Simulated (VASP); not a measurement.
# Sn3GeSe4 (Cmmm) in VASP: notebook

The runs below take Sn3GeSe4 through single point, with PBE.

All numbers are computed with VASP 6.6.1; they aren't measurements. Logs are shortened: lines on timing, memory, paths and dates and some standing lists are left out, and cuts for length are marked.

### Step 1. The cell of the first run

The structure is orthorhombic, space group Cmmm (No. 65). The conventional cell has a = 8.492 Å, b = 12.010 Å, c = 4.246 Å, α = 90.00°, β = 90.00°, γ = 90.00°. Within 4.0 Å of Sn (site symmetry 2/m) lie 6 Se at 3.00 Å. Sn (site symmetry mmm) has 6 Se at 3.00 Å within 4.0 Å. Ge (site symmetry mmm) has 6 Se at 3.00 Å within 4.0 Å. Se (site symmetry 2mm) has 4 Sn at 3.00 Å and 2 Ge at 3.00 Å within 4.0 Å. Se (site symmetry m2m) has 5 Sn at 3.00 Å and 1 Ge at 3.00 Å within 4.0 Å.

### Step 2. Single point, PBE

Contents of INCAR:

```
ALGO = Normal
EDIFF = 1E-6
ENCUT = 520
GGA = PE
ISIF = 2
ISMEAR = 0
LASPH = True
LCHARG = False
LREAL = False
LWAVE = False
NBANDS = 50
NELM = 60
PREC = Accurate
SIGMA = 0.1
```

Contents of KPOINTS:

```
k-points
0
Gamma
  4 4 4
```

Contents of POSCAR:

```
Sn3GeSe4
1.0
    4.2460712200     -6.0048515100      0.0000000000
    4.2460712200      6.0048515100      0.0000000000
    0.0000000000      0.0000000000      4.2460712200
Sn Ge Se
3 1 4
Direct
    0.0000000000      0.5000000000      0.0000000000
    0.5000000000      0.0000000000      0.0000000000
    0.5000000000      0.5000000000      0.5000000000
    0.0000000000      0.0000000000      0.5000000000
    0.7500000000      0.7500000000      0.0000000000
    0.2500000000      0.2500000000      0.0000000000
    0.7500000000      0.2500000000      0.5000000000
    0.2500000000      0.7500000000      0.5000000000
```

Potentials or basis: VASP PAW PBE potentials, release 64 (Sn_d, Ge_d, Se).

Launch:

```console
$ cat potpaw_PBE.64/Sn_d/POTCAR potpaw_PBE.64/Ge_d/POTCAR potpaw_PBE.64/Se/POTCAR > POTCAR
$ mpirun -np 1 vasp_std > vasp.out
```

OUTCAR:

```text
EDIFF = 1E-6
   ENCUT = 520
   GGA = PE
   ISIF = 2
   ISMEAR = 0
   LASPH = True
   LREAL = False
   NELM = 60
   PREC = Accurate

 ion  position               nearest neighbor table
   1  0.000  0.500  0.000-   7 3.00   8 3.00   7 3.00   8 3.00   5 3.00   6 3.00
   2  0.500  0.000  0.000-   7 3.00   8 3.00   7 3.00   8 3.00   5 3.00   6 3.00
   3  0.500  0.500  0.500-   5 3.00   6 3.00   5 3.00   6 3.00   7 3.00   8 3.00
   4  0.000  0.000  0.500-
   5  0.750  0.750  0.000-   3 3.00   3 3.00   1 3.00   2 3.00
   6  0.250  0.250  0.000-   3 3.00   3 3.00   1 3.00   2 3.00
   7  0.750  0.250  0.500-   1 3.00   2 3.00   1 3.00   2 3.00   3 3.00
   8  0.250  0.750  0.500-   1 3.00   2 3.00   1 3.00   2 3.00   3 3.00

  LATTYP: Found a base centered orthorhombic cell.
 ALAT       =     8.4921424400
 B/A-ratio  =     1.4142135633
 C/A-ratio  =     0.5000000000

  Lattice vectors:

 A1 = (   4.2460712200,  -6.0048515100,   0.0000000000)
 A2 = (   4.2460712200,   6.0048515100,   0.0000000000)
 A3 = (   0.0000000000,   0.0000000000,   4.2460712200)

Analysis of symmetry for initial positions (statically):
=====================================================================
 Subroutine PRICEL returns:
 Original cell was already a primitive cell.

 Routine SETGRP: Setting up the symmetry group for a
 base centered orthorhombic supercell.

 Subroutine GETGRP returns: Found  8 space group operations
 (whereof  8 operations were pure point group operations)
 out of a pool of  8 trial point group operations.

The static configuration has the point symmetry D_2h.

Analysis of symmetry for dynamics (positions and initial velocities):
=====================================================================
 Subroutine PRICEL returns:
 Original cell was already a primitive cell.

 Routine SETGRP: Setting up the symmetry group for a
 base centered orthorhombic supercell.

 Subroutine GETGRP returns: Found  8 space group operations
 (whereof  8 operations were pure point group operations)
 out of a pool of  8 trial point group operations.

The dynamic configuration has the point symmetry D_2h.

 Subroutine INISYM returns: Found  8 space group operations
 (whereof  8 operations are pure point group operations),
 and found     1 'primitive' translations

----------------------------------------------------------------------------------------

                                     Primitive cell

  volume of cell :     216.5244

  direct lattice vectors                    reciprocal lattice vectors
     4.246071220 -6.004851510  0.000000000     0.117755915 -0.083266006  0.000000000
     4.246071220  6.004851510  0.000000000     0.117755915  0.083266006  0.000000000
     0.000000000  0.000000000  4.246071220     0.000000000  0.000000000  0.235511829

  length of vectors
     7.354411089  7.354411089  4.246071220     0.144220952  0.144220952  0.235511829

  position of ions in fractional coordinates (direct lattice)
     0.000000000  0.500000000  0.000000000
     0.500000000  0.000000000  0.000000000
     0.500000000  0.500000000  0.500000000
     0.000000000  0.000000000  0.500000000
     0.750000000  0.750000000  0.000000000
     0.250000000  0.250000000  0.000000000
     0.750000000  0.250000000  0.500000000
     0.250000000  0.750000000  0.500000000

  ion indices of the primitive-cell ions
   primitive index   ion index
                 1           1
                 2           2
                 3           3
                 4           4
                 5           5
                 6           6
                 7           7
                 8           8

----------------------------------------------------------------------------------------

 KPOINTS: k-points

Automatic generation of k-mesh.
 Grid dimensions read from file:
 generate k-points for:    4    4    4

 Generating k-lattice:

  Cartesian coordinates                     Fractional coordinates (reciprocal lattice)
     0.029438979 -0.020816501  0.000000000     0.250000000  0.000000000  0.000000000
     0.029438979  0.020816501  0.000000000     0.000000000  0.250000000  0.000000000
     0.000000000  0.000000000  0.058877957     0.000000000  0.000000000  0.250000000

  Length of vectors
     0.036055238  0.036055238  0.058877957

  Shift w.r.t. Gamma in fractional coordinates (k-lattice)
     0.000000000  0.000000000  0.000000000

 Subroutine IBZKPT returns following result:
 ===========================================

 Found     21 irreducible k-points:

 Following reciprocal coordinates:
            Coordinates               Weight
  0.000000  0.000000  0.000000      1.000000
  0.250000  0.000000  0.000000      4.000000
  0.500000  0.000000  0.000000      2.000000
  0.250000  0.250000  0.000000      2.000000
  0.500000  0.250000  0.000000      4.000000
 -0.250000  0.250000  0.000000      2.000000
[... 13 lines left out ...]
 -0.250000  0.250000  0.500000      2.000000
  0.500000  0.500000  0.500000      1.000000
   k-points           NKPTS =     21   k-points in BZ     NKDIM =     21   number of bands    NBANDS=     50
   number of dos      NEDOS =    301   number of ions     NIONS =      8
   total plane-waves  NPLWV = 100352
   dimension x,y,z NGX =    56 NGY =   56 NGZ =   32
   dimension x,y,z NGXF=   112 NGYF=  112 NGZF=   64
   ions per type =               3   1   4
   NGX,Y,Z   is equivalent  to a cutoff of  12.66, 12.66, 12.53 a.u.
   NGXF,Y,Z  is equivalent  to a cutoff of  25.32, 25.32, 25.06 a.u.
 SYSTEM =  unknown system
   PREC   = accura    normal or accurate (medium, high low for compatibility)
   ISTART =      0    job   : 0-new  1-cont  2-samecut
   ICHARG =      2    charge: 1-file 2-atom 10-const
   ISPIN  =      1    spin polarized calculation?
   LNONCOLLINEAR =      F non collinear calculations
   LSORBIT =      F    spin-orbit coupling
   LASPH  =      T    aspherical Exc in radial PAW
   ENCUT  =  520.0 eV  38.22 Ry    6.18 a.u.  13.67 13.67  7.89*2*pi/ulx,y,z
   NELM   =     60;   NELMIN=  2; NELMDL= -5     # of ELM steps
   EDIFF  = 0.1E-05   stopping-criterion for ELM
   LREAL  =      F    real-space projection
   EDIFFG = 0.1E-04   stopping-criterion for IOM
   NSW    =      0    number of steps for IOM
   IBRION =     -1    ionic relax: 0-MD 1-quasi-New 2-CG
   NFREE  =      0    steps in history (QN), initial steepest desc. (CG)
   ISIF   =      2    stress and relaxation
   ISYM   =      2    0-nonsym 1-usesym 2-fastsym
   POTIM  = 0.5000    time-step for ionic-motion
   TEBEG  =    0.0;   TEEND  =   0.0 temperature during run
   PSTRESS=    0.0 pullay stress
   NELECT =      80.0000    total number of electrons
   NUPDOWN=      -1.0000    fix difference up-down
   EMIN   =  10.00;   EMAX   =-10.00  energy-range for DOS
   EFERMI =   0.00;   METHOD = LEGACY
   ISMEAR =     0;   SIGMA  =   0.10  broadening in eV -4-tet -1-fermi 0-gaus
   EFERMI_NEDOS =   21; number of points for ismear=-14 and -15
   IALGO  =     38    algorithm
   IMIX   =      4    mixing-type and parameters
     AMIX     =   0.40;   BMIX     =  1.00
     AMIX_MAG =   1.60;   BMIX_MAG =  1.00
  volume/ion in A,a.u.               =      27.07       182.65
  Fermi-wavevector in a.u.,A,eV,Ry     =   1.174724  2.219907 18.775724  1.379977
  Thomas-Fermi vector in A             =   2.311117
   LORBIT       =      0    0 simple, 1 ext, 2 COOP (PROOUT), +10 PAW based schemes
   GGA     = PE    functional components
   LHFCALC =     F    Hartree Fock is set to
   AEXX    =    0.0000 exact exchange contribution
   IVDW    =     0    specifies the selected vdW correction
   LEPSILON=     F    determine dielectric tensor
   LRPA    =     F    only Hartree local field effects (RPA)
 non-spin polarized calculation
 Gauss-broadening in eV      SIGMA  =   0.10
  energy-cutoff  :      520.00
  volume of cell :      216.52
 maximum number of plane-waves:      5878
 NGX is ok and might be reduce to    56
   NGX = 27   NGY = 27   NGZ = 15

 number of electron      79.9999997 magnetization

 Free energy of the ion-electron system (eV)
  ---------------------------------------------------
  ext. energy  EPLUGINS =         0.00000000
  ---------------------------------------------------
  free energy    TOTEN  =       -32.95600417 eV

  energy without entropy =      -32.95158137  energy(sigma->0) =      -32.95379277

 E-fermi :   5.1226     XC(G=0):  -9.5385

 val. band max:        5.1223838367   @ k =   0.0000   0.0000   0.0000
 cond. band min:       5.1304691106   @ k =   0.5000   0.5000   0.5000
 fundamental gap:      0.0080852738
 Fermi energy:         5.1225553876

 k-point     1 :       0.0000    0.0000    0.0000
  band No.  band energies     occupation
      1     -20.1884      2.00000
      2     -20.1867      2.00000
      3     -20.1822      2.00000
      4     -20.1816      2.00000
      5     -20.1805      2.00000
      6     -16.6071      2.00000
[... 42 lines left out ...]
     49       9.1264      0.00000
     50       9.1346      0.00000

 k-point     2 :       0.2500    0.0000    0.0000
  band No.  band energies     occupation
      1     -20.1884      2.00000
      2     -20.1867      2.00000
      3     -20.1822      2.00000
      4     -20.1816      2.00000
      5     -20.1805      2.00000
      6     -16.6068      2.00000
[... 42 lines left out ...]
     49       8.4835      0.00000
     50       8.5513      0.00000

 k-point     3 :       0.5000    0.0000    0.0000
  band No.  band energies     occupation
      1     -20.1884      2.00000
      2     -20.1867      2.00000
      3     -20.1822      2.00000
      4     -20.1816      2.00000
      5     -20.1805      2.00000
      6     -16.6065      2.00000
[... 42 lines left out ...]
     49       8.1807      0.00000
     50       8.4023      0.00000

 k-point     4 :       0.2500    0.2500    0.0000
  band No.  band energies     occupation
      1     -20.1884      2.00000
      2     -20.1867      2.00000
      3     -20.1822      2.00000
      4     -20.1816      2.00000
      5     -20.1805      2.00000
      6     -16.6065      2.00000
[... 840 lines left out ...]
 k-point    20 :      -0.2500    0.2500    0.5000
  band No.  band energies     occupation
      1     -20.1873      2.00000
      2     -20.1863      2.00000
      3     -20.1836      2.00000
      4     -20.1815      2.00000
      5     -20.1799      2.00000
      6     -16.6042      2.00000
[... 42 lines left out ...]
     49       8.8252      0.00000
     50       8.8287      0.00000

 k-point    21 :       0.5000    0.5000    0.5000
  band No.  band energies     occupation
      1     -20.1873      2.00000
      2     -20.1863      2.00000
      3     -20.1836      2.00000
      4     -20.1815      2.00000
      5     -20.1799      2.00000
      6     -16.6050      2.00000
[... 42 lines left out ...]
     49       9.9522      0.00000
     50      10.1570      0.00000

------------------------ aborting loop because EDIFF is reached ----------------------------------------

  FORCE on cell =-STRESS in cart. coord.  units (eV):
  Direction    XX          YY          ZZ          XY          YZ          ZX
  --------------------------------------------------------------------------------------
  -------------------------------------------------------------------------------------
  Total       -1.3654858     -1.3752872     -1.2801105     -0.0000000      0.0000000      0.0000000
  in kB      -10.1039449    -10.1764700     -9.4722082     -0.0000000      0.0000000      0.0000000
  external PRESSURE =      -9.9175410 kB  Pullay stress =       0.0000000 kB

 VOLUME and BASIS-vectors are now :
 -----------------------------------------------------------------------------
  energy-cutoff  :      520.00
  volume of cell :      216.52
      direct lattice vectors                 reciprocal lattice vectors
     4.246071220 -6.004851510  0.000000000     0.117755915 -0.083266006  0.000000000
     4.246071220  6.004851510  0.000000000     0.117755915  0.083266006  0.000000000
     0.000000000  0.000000000  4.246071220     0.000000000  0.000000000  0.235511829

 POSITION                                       TOTAL-FORCE (eV/Angst)
 -----------------------------------------------------------------------------------
      2.12304      3.00243      0.00000         0.000000      0.000000     -0.000000
      2.12304     -3.00243      0.00000         0.000000      0.000000     -0.000000
      4.24607      0.00000      2.12304         0.000000     -0.000000     -0.000000
      0.00000      0.00000      2.12304         0.000000      0.000000     -0.000000
      6.36911      0.00000      0.00000         0.468758      0.000000      0.000000
      2.12304      0.00000      0.00000        -0.468758      0.000000     -0.000000
      4.24607     -3.00243      2.12304         0.000000     -0.322873     -0.000000
      4.24607      3.00243      2.12304         0.000000      0.322873      0.000000
 -----------------------------------------------------------------------------------
    total drift:                                0.000000      0.000000      0.000000

  FREE ENERGIE OF THE ION-ELECTRON SYSTEM (eV)
  ---------------------------------------------------
  free  energy   TOTEN  =       -32.9560041665 eV

  energy  without entropy=      -32.9515813698  energy(sigma->0) =      -32.95379277
```

Wall time 2.4 min (1 thread of AMD EPYC 7R13 (Zen 3), shared host); peak memory 0.39 GiB.

What came out:

```yaml
Free_energy: -32.9560 eV
Pressure: -1.0 GPa
Largest_force: 0.469 eV/Å
```

Forces in eV/Å, atoms in the order of the input:
```
Sn   0.000  0.000  0.000
Sn   0.000  0.000  0.000
Sn   0.000  0.000  0.000
Ge   0.000  0.000  0.000
Se   0.469  0.000  0.000
Se  -0.469  0.000  0.000
Se   0.000 -0.323  0.000
Se   0.000  0.323  0.000
```

Levels at points of the mesh, in eV from the Fermi level:
```csv
k point,band 37,band 38,band 39,band 40,band 41,band 42,band 43,band 44
"(0.00, 0.00, 0.00)",-1.92,-1.89,-0.07,-0.03,0.00,0.62,0.87,1.00
"(0.50, 0.00, 0.00)",-2.08,-2.08,-1.14,-1.01,1.92,1.94,1.95,1.98
"(0.50, 0.50, 0.00)",-2.02,-1.69,-0.85,-0.63,1.04,1.16,1.30,1.75
"(0.00, 0.00, 0.50)",-1.30,-0.77,-0.67,-0.63,1.04,1.09,1.16,1.32
"(0.50, 0.00, 0.50)",-2.66,-2.17,-2.17,-2.12,2.42,2.47,2.65,2.74
"(0.50, 0.50, 0.50)",-1.92,-1.90,-0.07,-0.04,0.01,0.62,0.88,0.99
```

Caveat: the k points lie up to 0.37 Å⁻¹ apart; spin-orbit coupling is left out, which moves the levels of the heavy elements.

### Step 3. Single point, PBE

This run uses another cell than the first one, of 26.45 Å³/atom.

Contents of INCAR:

```
PREC = Accurate ; ENCUT = 520
EDIFF = 1E-6 ; ISMEAR = 0
SIGMA = 0.1 ; LREAL = F
LASPH = T ; NELM = 100
ALGO = Normal ; ISIF = 2
LWAVE = F ; LCHARG = T
GGA = PE ; LELF = T
LVHAR = T ; NBANDS = 50
```

Contents of KPOINTS:

```
regular mesh
0
Gamma
  4 4 4
```

Contents of POSCAR:

```
Sn3GeSe4
1.0
    4.2142445036     -5.9577363198      0.0000000000
    4.2142445036      5.9577363198      0.0000000000
    0.0000000000      0.0000000000      4.2134934192
Sn Ge Se
3 1 4
Direct
    0.0000000000      0.5000000000      0.0000000000
    0.5000000000      0.0000000000      0.0000000000
    0.5000000000      0.5000000000      0.5000000000
    0.0000000000      0.0000000000      0.5000000000
    0.7614586912      0.7614586912      0.0000000000
    0.2385413088      0.2385413088      0.0000000000
    0.7556268425      0.2443731575      0.5000000000
    0.2443731575      0.7556268425      0.5000000000
```

Potentials or basis: VASP PAW PBE potentials, release 64 (Sn_d, Ge_d, Se).

Launch:

```console
$ cat potpaw_PBE.64/Sn_d/POTCAR potpaw_PBE.64/Ge_d/POTCAR potpaw_PBE.64/Se/POTCAR > POTCAR
$ mpirun -np 1 vasp_std > vasp.out
```

It took 2.9 min on 1 thread of AMD EPYC 7R13 (Zen 3), shared host; peak memory 0.38 GiB.

It converged, with:

* Free energy: -33.0415 eV
* Pressure: -0.1 GPa
* Largest force: 0.010 eV/Å
* Band gap on the k mesh: 0.05 eV (least direct gap 0.06 eV)

Forces on the atoms (eV/Å):
```
Sn   0.000  0.000  0.000
Sn   0.000  0.000  0.000
Sn   0.000  0.000  0.000
Ge   0.000  0.000  0.000
Se   0.010  0.000  0.000
Se  -0.010  0.000  0.000
Se   0.000 -0.006  0.000
Se   0.000  0.006  0.000
```

Levels at points of the mesh, in eV from the valence-band top:
```csv
k point,band 36,band 37,band 38,band 39,band 40,band 41,band 42,band 43,band 44,band 45
"(0.00, 0.00, 0.00)",-1.94,-1.93,-1.90,-0.03,-0.01,0.05,0.74,0.95,1.05,1.21
"(0.50, 0.00, 0.00)",-2.08,-2.07,-2.05,-1.22,-0.83,1.96,2.10,2.11,2.13,2.47
"(0.50, 0.50, 0.00)",-2.04,-1.94,-1.63,-0.90,-0.57,1.14,1.21,1.41,1.81,1.91
"(0.00, 0.00, 0.50)",-2.03,-1.07,-0.83,-0.70,-0.57,1.12,1.17,1.23,1.40,1.59
"(0.50, 0.00, 0.50)",-2.91,-2.47,-2.36,-2.24,-1.99,2.62,2.69,2.69,2.78,2.97
"(0.50, 0.50, 0.50)",-1.93,-1.92,-1.89,-0.05,0.00,0.08,0.72,0.94,1.06,1.22
```

Caveat: spin-orbit coupling is left out, which moves the levels of the heavy elements.
